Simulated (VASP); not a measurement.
A run of VASP 6.6.1:

Contents of INCAR:

```
PREC = Accurate
ENCUT = 600
EDIFF = 1E-6
ISMEAR = 0
SIGMA = 0.05
LREAL = F
LASPH = T
NELM = 120
ALGO = Normal
ISIF = 2
LWAVE = F
LCHARG = T
GGA = PE
IVDW = 12
LELF = T
LVHAR = T
NBANDS = 11
GGA_COMPAT = F
```

File KPOINTS:

```
Automatic mesh
0
Gamma
  10 10 10
```

Contents of POSCAR:

```
AlN
1.0
    0.0000000000      2.0531189783      2.0531189783
    2.0531189783      0.0000000000      2.0531189783
    2.0531189783      2.0531189783      0.0000000000
Al N
1 1
Direct
    0.0000000000      0.0000000000      0.0000000000
    0.5000000000      0.5000000000      0.5000000000
```

Potentials or basis: VASP PAW PBE potentials, release 64 (Al, N).

Launch:

```console
$ cat potpaw_PBE.64/Al/POTCAR potpaw_PBE.64/N/POTCAR > POTCAR
$ mpirun -np 1 vasp_std > vasp.out
```

Hardware: 1 thread of Intel Xeon 8259CL, on a shared host.

**Question.** How long does it take, and how much memory?

**Answer.** Wall time 15 s on 1 thread of Intel Xeon 8259CL (shared host), peak memory 0.15 GiB. Counts: scf iterations 12, k points 47.
